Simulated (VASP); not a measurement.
# NiO (Fm-3m) in VASP: settings compared

NiO is run at these levels: PBE, PBEsol+D3(BJ); tasks: relaxation of cell and atoms, single point.

Everything below comes from runs of VASP 6.6.1. Logs are shortened: lines on timing, memory, paths and dates and some standing lists are left out, and cuts for length are marked.

**What was measured.**

“Local correlations, non-local screening, multiplets, and band formation in NiO”, 2012, arxiv:1210.6675 quotes, for a bulk crystal of NiO: band gap 4.3 eV.

The runs below are set against these values where they give the same quantity.

## (1) The cell of the first run

It takes space group Fm-3m (No. 225, cubic). The conventional cell has a = 4.172 Å, b = 4.172 Å, c = 4.172 Å, α = 90.00°, β = 90.00°, γ = 90.00°. Ni (site symmetry m-3m) has 6 O at 2.09 Å within 2.8 Å. Within 2.8 Å of O (site symmetry m-3m) lie 6 Ni at 2.09 Å.

## (2) Relaxation of cell and atoms, PBE, collinear spin, ferromagnetic start, target pressure 30 GPa, at which the enthalpy is minimised

Contents of INCAR:

```
SYSTEM = NiO
PREC     = Accurate       ! precision mode
ENCUT    = 600            ! plane-wave cutoff, eV
EDIFF    = 1E-7           ! SCF threshold, eV
ISMEAR   = -1             ! smearing method
SIGMA    = 0.05           ! smearing width, eV
LREAL    = .FALSE.        ! projectors in reciprocal space
LASPH    = .TRUE.         ! aspherical terms in the spheres
NELM     = 150            ! most SCF steps
ALGO     = Normal         ! electronic algorithm
ISIF     = 3              ! what is computed and relaxed
LWAVE    = .FALSE.        ! write WAVECAR
LCHARG   = .FALSE.        ! write CHGCAR
ISPIN    = 2              ! spin polarisation
MAGMOM   = 1 0            ! initial moments
LORBIT   = 11             ! projections on sites
LMAXMIX  = 4              ! l up to which the mixer works
GGA      = PE             ! functional
IBRION   = 2              ! ionic algorithm
NSW      = 60             ! ionic steps
EDIFFG   = -0.01          ! ionic threshold
PSTRESS  = 300.0
```

Contents of KPOINTS:

```
Automatic mesh
0
G
  11 11 11
  0 0 0
```

Contents of POSCAR:

```
NiO
1.0
    0.0000000000      2.0859016414      2.0859016414
    2.0859016414      0.0000000000      2.0859016414
    2.0859016414      2.0859016414      0.0000000000
Ni O
1 1
Direct
    0.0000000000      0.0000000000      0.0000000000
    0.5000000000      0.5000000000      0.5000000000
```

Potentials or basis: VASP PAW PBE potentials, release 64 (Ni, O).

On the command line:

```sh
$ cat potpaw_PBE.64/Ni/POTCAR potpaw_PBE.64/O/POTCAR > POTCAR
$ mpirun -np 1 vasp_std > vasp.out
```

OUTCAR:

```text
SYSTEM = NiO
   PREC = Accurate
   ENCUT = 600
   EDIFF = 1E-7
   ISMEAR = -1
   LREAL = .FALSE.
   LASPH = .TRUE.
   NELM = 150
   ISIF = 3
   ISPIN = 2
   LORBIT = 11
   GGA = PE
   IBRION = 2
   NSW = 60
   EDIFFG = -0.01
   PSTRESS = 300.0

 ion  position               nearest neighbor table
   1  0.000  0.000  0.000-   2 2.09   2 2.09   2 2.09   2 2.09   2 2.09   2 2.09
   2  0.500  0.500  0.500-   1 2.09   1 2.09   1 2.09   1 2.09   1 2.09   1 2.09

  LATTYP: Found a face centered cubic cell.
 ALAT       =     4.1718032828

  Lattice vectors:

 A1 = (   0.0000000000,   2.0859016414,   2.0859016414)
 A2 = (   2.0859016414,   0.0000000000,   2.0859016414)
 A3 = (   2.0859016414,   2.0859016414,   0.0000000000)

Analysis of symmetry for initial positions (statically):
=====================================================================
 Subroutine PRICEL returns:
 Original cell was already a primitive cell.

 Routine SETGRP: Setting up the symmetry group for a
 face centered cubic supercell.

 Subroutine GETGRP returns: Found 48 space group operations
 (whereof 48 operations were pure point group operations)
 out of a pool of 48 trial point group operations.

The static configuration has the point symmetry O_h .

Analysis of symmetry for dynamics (positions and initial velocities):
=====================================================================
 Subroutine PRICEL returns:
 Original cell was already a primitive cell.

 Routine SETGRP: Setting up the symmetry group for a
 face centered cubic supercell.

 Subroutine GETGRP returns: Found 48 space group operations
 (whereof 48 operations were pure point group operations)
 out of a pool of 48 trial point group operations.

The dynamic configuration has the point symmetry O_h .

Analysis of structural, dynamic, and magnetic symmetry:
=====================================================================
 Subroutine PRICEL returns:
 Original cell was already a primitive cell.

 Routine SETGRP: Setting up the symmetry group for a
 face centered cubic supercell.

 Subroutine GETGRP returns: Found 48 space group operations
 (whereof 48 operations were pure point group operations)
 out of a pool of 48 trial point group operations.

The overall configuration has the point symmetry O_h .

 Subroutine INISYM returns: Found 48 space group operations
 (whereof 48 operations are pure point group operations),
 and found     1 'primitive' translations

----------------------------------------------------------------------------------------

                                     Primitive cell

  volume of cell :      18.1515

  direct lattice vectors                    reciprocal lattice vectors
     0.000000000  2.085901641  2.085901641    -0.239704495  0.239704495  0.239704495
     2.085901641  0.000000000  2.085901641     0.239704495 -0.239704495  0.239704495
     2.085901641  2.085901641  0.000000000     0.239704495  0.239704495 -0.239704495

  length of vectors
     2.949910391  2.949910391  2.949910391     0.415180364  0.415180364  0.415180364

  position of ions in fractional coordinates (direct lattice)
     0.000000000  0.000000000  0.000000000
     0.500000000  0.500000000  0.500000000

  ion indices of the primitive-cell ions
   primitive index   ion index
                 1           1
                 2           2

----------------------------------------------------------------------------------------

 KPOINTS: Automatic mesh

Automatic generation of k-mesh.
 Grid dimensions read from file:
 generate k-points for:   11   11   11

 Generating k-lattice:

  Cartesian coordinates                     Fractional coordinates (reciprocal lattice)
    -0.021791318  0.021791318  0.021791318     0.090909091  0.000000000  0.000000000
     0.021791318 -0.021791318  0.021791318     0.000000000  0.090909091  0.000000000
     0.021791318  0.021791318 -0.021791318     0.000000000  0.000000000  0.090909091

  Length of vectors
     0.037743669  0.037743669  0.037743669

  Shift w.r.t. Gamma in fractional coordinates (k-lattice)
     0.000000000  0.000000000  0.000000000

 Subroutine IBZKPT returns following result:
 ===========================================

 Found     56 irreducible k-points:

 Following reciprocal coordinates:
            Coordinates               Weight
  0.000000  0.000000  0.000000      1.000000
  0.090909  0.000000  0.000000      8.000000
  0.181818  0.000000  0.000000      8.000000
  0.272727  0.000000  0.000000      8.000000
  0.363636  0.000000  0.000000      8.000000
  0.454545  0.000000  0.000000      8.000000
[... 16 lines left out ...]
 -0.272727  0.181818  0.000000     24.000000
 -0.181818  0.181818  0.000000     12.000000
 [... further k-points ...]
   k-points           NKPTS =     56   k-points in BZ     NKDIM =     56   number of bands    NBANDS=     13
   number of dos      NEDOS =    301   number of ions     NIONS =      2
   total plane-waves  NPLWV =  13824
[... 25 lines left out ...]
   PSTRESS=  300.0 pullay stress
   NELECT =      16.0000    total number of electrons
   NUPDOWN=      -1.0000    fix difference up-down
   EMIN   =  10.00;   EMAX   =-10.00  energy-range for DOS
   EFERMI =   0.00;   METHOD = LEGACY
   ISMEAR =    -1;   SIGMA  =   0.05  broadening in eV -4-tet -1-fermi 0-gaus
   EFERMI_NEDOS =   21; number of points for ismear=-14 and -15
   IALGO  =     38    algorithm
   IMIX   =      4    mixing-type and parameters
     AMIX     =   0.40;   BMIX     =  1.00
     AMIX_MAG =   1.60;   BMIX_MAG =  1.00
  volume/ion in A,a.u.               =       9.08        61.25
  Fermi-wavevector in a.u.,A,eV,Ry     =   1.569680  2.966264 33.523312  2.463894
  Thomas-Fermi vector in A             =   2.671526
   LORBIT       =     11    0 simple, 1 ext, 2 COOP (PROOUT), +10 PAW based schemes
   GGA     = PE    functional components
   LHFCALC =     F    Hartree Fock is set to
   AEXX    =    0.0000 exact exchange contribution
   IVDW    =     0    specifies the selected vdW correction
   LEPSILON=     F    determine dielectric tensor
   LRPA    =     F    only Hartree local field effects (RPA)
 conjugate gradient relaxation of ions
 spin polarized calculation
  energy-cutoff  :      600.00
  volume of cell :       18.15
 maximum number of plane-waves:       620
   NGX = 11   NGY = 11   NGZ = 11

--------------------------------------- Ionic step        1  -------------------------------------------

 number of electron      16.0000001 magnetization       1.6714836

 Free energy of the ion-electron system (eV)
  ---------------------------------------------------
  ext. energy  EPLUGINS =         0.00000000
  ---------------------------------------------------
  free energy    TOTEN  =       -11.47557790 eV

  energy without entropy =      -11.46387045  energy(sigma->0) =      -11.46972418

------------------------ aborting loop because EDIFF is reached ----------------------------------------

  FORCE on cell =-STRESS in cart. coord.  units (eV):
  Direction    XX          YY          ZZ          XY          YZ          ZX
  --------------------------------------------------------------------------------------
  -------------------------------------------------------------------------------------
  Total        0.5573227      0.5573227      0.5573227      0.0000000     -0.0000000      0.0000000
  in kB       49.1932906     49.1932906     49.1932906      0.0000000     -0.0000000      0.0000000
  external PRESSURE =    -250.8067094 kB  Pullay stress =     300.0000000 kB
[... 23 lines left out ...]
  enthalpy is  TOTEN    =        -8.0768050049 eV   P V=        3.3987728905

--------------------------------------- Ionic step        2  -------------------------------------------

 number of electron      16.0000000 magnetization       0.4135900

 E-fermi :  11.5455     XC(G=0): -14.0032

 val. band max:       11.5197632689   @ k =   0.4545   0.3636   0.0000
 cond. band min:      11.5867686033   @ k =   0.3636   0.3636   0.0000
 fundamental gap:      0.0670053344
 Fermi energy:        11.5454857070

 spin component 1

 k-point     1 :       0.0000    0.0000    0.0000
  band No.  band energies     occupation
      1     -11.3382      1.00000
      2       7.3292      1.00000
      3       7.3292      1.00000
      4       7.3292      1.00000
      5       8.6626      1.00000
      6       8.6626      1.00000
      7       8.6626      1.00000
      8       8.9815      1.00000
      9       8.9816      1.00000
     10      14.4325      0.00000
     11      29.8348      0.00000
     12      32.2252      0.00000
     13      32.2252      0.00000
[... 943 lines left out ...]
  enthalpy is  TOTEN    =        -8.2247008441 eV   P V=        3.0171788701

--------------------------------------- Ionic step        7  -------------------------------------------

 number of electron      16.0000008 magnetization       0.4424213

 Free energy of the ion-electron system (eV)
  ---------------------------------------------------
  ext. energy  EPLUGINS =         0.00000000
  ---------------------------------------------------
  free energy    TOTEN  =       -11.23862316 eV

  energy without entropy =      -11.22772189  energy(sigma->0) =      -11.23317253

 E-fermi :   9.8640     XC(G=0): -13.4259

 val. band max:        9.8313333847   @ k =   0.3636   0.2727   0.0909
 cond. band min:       9.8665224920   @ k =   0.3636   0.3636   0.0000
 fundamental gap:      0.0351891073
 Fermi energy:         9.8639702510

 spin component 1

 k-point     1 :       0.0000    0.0000    0.0000
  band No.  band energies     occupation
      1     -11.9038      1.00000
      2       6.1499      1.00000
      3       6.1499      1.00000
      4       6.1499      1.00000
      5       7.4081      1.00000
      6       7.4082      1.00000
      7       7.4082      1.00000
      8       7.6172      1.00000
      9       7.6172      1.00000
     10      12.1469      0.00000
     11      28.0045      0.00000
     12      29.8366      0.00000
     13      29.8366      0.00000
[... 785 lines left out ...]
  FREE ENERGIE OF THE ION-ELECTRON SYSTEM (eV)
  ---------------------------------------------------
  free  energy   TOTEN  =       -11.2386231570 eV

  energy  without entropy=      -11.2277218947  energy(sigma->0) =      -11.23317253

  enthalpy is  TOTEN    =        -8.2247216136 eV   P V=        3.0139015434

 reached required accuracy - stopping structural energy minimisation

 total charge

# of ion       s       p       d       tot
------------------------------------------
    1        0.372   0.497   8.432   9.301
    2        1.569   3.442   0.000   5.010
--------------------------------------------------
tot          1.941   3.939   8.432  14.312

 magnetization (x)

# of ion       s       p       d       tot
------------------------------------------
    1        0.006   0.006   0.371   0.383
    2        0.010   0.039   0.000   0.049
--------------------------------------------------
tot          0.016   0.045   0.371   0.432
```

Wall time 2.4 min (1 thread of AMD EPYC 7R43 (Zen 3), shared host); peak memory 0.14 GiB.

What came out:

| Item | Value |
| --- | --- |
| Free energy | -11.2386 eV |
| Relaxed volume | 8.05 Å³/atom |
| Relaxed cell | a = 2.834 Å, b = 2.834 Å, c = 2.834 Å, α = 60.00°, β = 60.00°, γ = 60.00° |
| Space group after relaxing (to 0.05 Å) | Fm-3m (No. 225) |
| Energy change on relaxing (the enthalpy is what falls) | +118.5 meV/atom |
| Ionic steps | 7 |
| Pressure after relaxing | 30.0 GPa |
| Net moment | 0.44 μB per cell |
| Site moments | Ni +0.38; O +0.05 μB |
| Valence electrons inside the program's atomic spheres | Ni 9.30; O 5.01 |

The path:
| step | energy change (eV) | largest force (eV/Å) | pressure (GPa) | volume (Å³) |
| --- | --- | --- | --- | --- |
| 1 | 0.0000 | 0.0000 | 4.92 | 18.15 |
| 2 | 0.6606 | 0.0000 | 68.13 | 14.67 |
| 3 | 0.2024 | 0.0000 | 25.99 | 16.29 |
| 4 | 0.2328 | 0.0000 | 29.57 | 16.12 |
| 5 | 0.2401 | 0.0000 | 30.32 | 16.08 |
| 6 | 0.2337 | 0.0000 | 29.63 | 16.11 |
| 7 | 0.2370 | 0.0000 | 29.98 | 16.10 |

Final structure:
```
Ni O
1.0
     0.00000    2.00399    2.00399
     2.00399    0.00000    2.00399
     2.00399    2.00399    0.00000
Ni O
1 1
Direct
  0.00000 0.00000 0.00000
  0.50000 0.50000 0.50000
```

Levels at points of the mesh, in eV from the Fermi level:
Spin up:
```
           k point  band 4  band 5  band 6  band 7  band 8  band 9  band 10  band 11  band 12  band 13
(0.00, 0.00, 0.00)   -3.71   -2.46   -2.46   -2.46   -2.25   -2.25     2.28    18.14    19.97    19.97
```
Spin down:
```tsv
k point	band 4	band 5	band 6	band 7	band 8	band 9	band 10	band 11	band 12	band 13
(0.00, 0.00, 0.00)	-3.62	-2.24	-2.24	-2.24	-1.59	-1.59	2.37	18.14	20.04	20.04
```

Caveat: the cell is relaxed towards a set pressure, so the enthalpy falls and the energy may rise; a cell with one magnetic atom can't hold antiferromagnetic order, which such compounds often take; semilocal functionals often make such compounds metallic where correlation or magnetic order opens a gap, which also shifts bond lengths.

## (3) Single point, PBEsol+D3(BJ), collinear spin, ferromagnetic start

This run uses another cell than the first one, of 8.66 Å³/atom, 0.954 times its volume.

Contents of INCAR:

```
SYSTEM = NiO
  PREC = Accurate
  ENCUT = 520
  EDIFF = 1E-6
  ISMEAR = -1
  SIGMA = 0.05
  LREAL = .False.
  LASPH = .True.
  NELM = 150
  ALGO = Normal
  ISIF = 2
  LWAVE = .False.
  LCHARG = .True.
  ISPIN = 2
  MAGMOM = 1 0
  LORBIT = 11
  LMAXMIX = 4
  GGA = PS
  IVDW = 12
  LELF = .True.
  LVHAR = .True.
  NBANDS = 19
```

Contents of KPOINTS:

```
regular mesh
0
Gamma
  11 11 11
  0 0 0
```

Contents of POSCAR:

```
NiO
1.0
    0.0000000000      2.0531758261      2.0531758261
    2.0531758261      0.0000000000      2.0531758261
    2.0531758261      2.0531758261      0.0000000000
Ni O
1 1
Direct
    0.0000000000      0.0000000000      0.0000000000
    0.5000000000      0.5000000000      0.5000000000
```

Potentials or basis: VASP PAW PBE potentials, release 64 (Ni, O).

On the command line:

```sh
$ cat potpaw_PBE.64/Ni/POTCAR potpaw_PBE.64/O/POTCAR > POTCAR
$ mpirun -np 1 vasp_std > vasp.out
```

Wall time 98 s (1 thread of AMD EPYC 7R43 (Zen 3), shared host); peak memory 0.14 GiB.

Results (log left out):

| Quantity | Value |
| --- | --- |
| Free energy | -12.8500 eV |
| Pressure | -2.8 GPa |
| Net moment | 0.75 μB per cell |
| Site moments | Ni +0.64; O +0.10 μB |
| Valence electrons inside the program's atomic spheres | Ni 9.15; O 4.94 |
| Dispersion energy per atom | -0.227 eV |

Levels at points of the mesh, in eV from the Fermi level:
Spin up:
| k point | band 7 | band 8 | band 9 | band 10 | band 11 | band 12 |
| --- | --- | --- | --- | --- | --- | --- |
| (0.00, 0.00, 0.00) | -2.27 | -2.27 | -2.27 | 1.79 | 17.78 | 19.28 |
Spin down:
| k point | band 6 | band 7 | band 8 | band 9 | band 10 | band 11 |
| --- | --- | --- | --- | --- | --- | --- |
| (0.00, 0.00, 0.00) | -1.87 | -1.87 | -1.26 | -1.26 | 1.94 | 17.77 |

Caveat: the PAW data sets were made with another functional, which shifts forces and pressure a little; a cell with one magnetic atom can't hold antiferromagnetic order, which such compounds often take; semilocal functionals often make such compounds metallic where correlation or magnetic order opens a gap, which also shifts bond lengths; pairwise dispersion overbinds metals, which lowers pressure and volume.

## (4) Single point, PBE, collinear spin, ferromagnetic start

Contents of INCAR:

```
SYSTEM = NiO
PREC = Accurate
ENCUT = 520
EDIFF = 1E-7
ISMEAR = 0
SIGMA = 0.013000000000000001
LREAL = .False.
LASPH = .True.
NELM = 150
ALGO = Normal
ISIF = 2
LWAVE = .False.
LCHARG = .False.
ISPIN = 2
MAGMOM = 1 0
LORBIT = 11
LMAXMIX = 4
GGA = PE
NBANDS = 19
```

Contents of KPOINTS:

```
Automatic mesh
0
Gamma
  11 11 11
  0 0 0
```

Contents of POSCAR:

```
NiO
1.0
    0.0000000000      2.0859016414      2.0859016414
    2.0859016414      0.0000000000      2.0859016414
    2.0859016414      2.0859016414      0.0000000000
Ni O
1 1
Direct
    0.0000000000      0.0000000000      0.0000000000
    0.5000000000      0.5000000000      0.5000000000
```

On the command line:

```sh
$ cat potpaw_PBE.64/Ni/POTCAR potpaw_PBE.64/O/POTCAR > POTCAR
$ mpirun -np 1 vasp_std > vasp.out
```

Wall time 98 s (1 thread of AMD EPYC 7R43 (Zen 3), shared host); peak memory 0.12 GiB.

Results (log left out):

```
Free energy                                           : -11.4671 eV
Pressure                                              : 6.1 GPa
Net moment                                            : 1.78 μB per cell
Site moments                                          : Ni +1.46; O +0.28 μB
Valence electrons inside the program's atomic spheres : Ni 8.99; O 4.98
```

Levels at points of the mesh, in eV from the Fermi level:
Spin up:
| k point | band 5 | band 6 | band 7 | band 8 | band 9 | band 10 | band 11 | band 12 | band 13 | band 14 |
| --- | --- | --- | --- | --- | --- | --- | --- | --- | --- | --- |
| (0.00, 0.00, 0.00) | -2.97 | -2.97 | -2.66 | -2.66 | -2.66 | 1.58 | 17.90 | 18.97 | 18.97 | 18.97 |
Spin down:
| k point | band 4 | band 5 | band 6 | band 7 | band 8 | band 9 | band 10 | band 11 |
| --- | --- | --- | --- | --- | --- | --- | --- | --- |
| (0.00, 0.00, 0.00) | -2.45 | -1.84 | -1.84 | -1.84 | -0.58 | -0.58 | 1.94 | 17.83 |

Caveat: a cell with one magnetic atom can't hold antiferromagnetic order, which such compounds often take; semilocal functionals often make such compounds metallic where correlation or magnetic order opens a gap, which also shifts bond lengths.

## (5) The runs side by side

```csv
task,level,cell,cutoff (eV),smearing,gap on the mesh (eV),pressure (GPa),moment (μB)
relaxation of cell and atoms,PBE,"relaxed to 30 GPa from a = 2.950 Å, angles 60.0°, 2 atoms",600,fermi-dirac 0.05 eV,none,30.0,0.44
single point,PBEsol+D3(BJ),"a = 2.904 Å, angles 60.0°, 2 atoms",520,fermi-dirac 0.05 eV,none,-2.8,0.75
single point,PBE,"a = 2.950 Å, angles 60.0°, 2 atoms",520,gaussian 0.013 eV,none,6.1,1.78
```

Alike in all rows: potentials or basis VASP PAW PBE potentials, release 64 (Ni, O); spin collinear, ferromagnetic start; k mesh 11 × 11 × 11.

Caveats: a cell with one magnetic atom can't hold antiferromagnetic order, which such compounds often take; semilocal functionals often make such compounds metallic where correlation or magnetic order opens a gap, which also shifts bond lengths; the cell is relaxed towards a set pressure, so the enthalpy falls and the energy may rise (some runs); the PAW data sets were made with another functional, which shifts forces and pressure a little (some runs); pairwise dispersion overbinds metals, which lowers pressure and volume (some runs).

Absolute energies hang on the potentials; compare differences alone.

## (6) Against experiment

Step 3. Measured gap of NiO: 4.3 eV (quoted in “Local correlations, non-local screening, multiplets, and band formation in NiO”, 2012, arxiv:1210.6675). This calculation gives 0.00 eV (-4.30 eV). So large a miss can be the level of theory's own, or it may mean another phase, state or a wrong row. The value is that of PBEsol+D3(BJ) on a finite k mesh, which can miss the band edges, without temperature or zero-point motion. Semilocal functionals fall short of measured gaps as a rule. The run's magnetic order (collinear spin, ferromagnetic start) needn't be the measured crystal's.
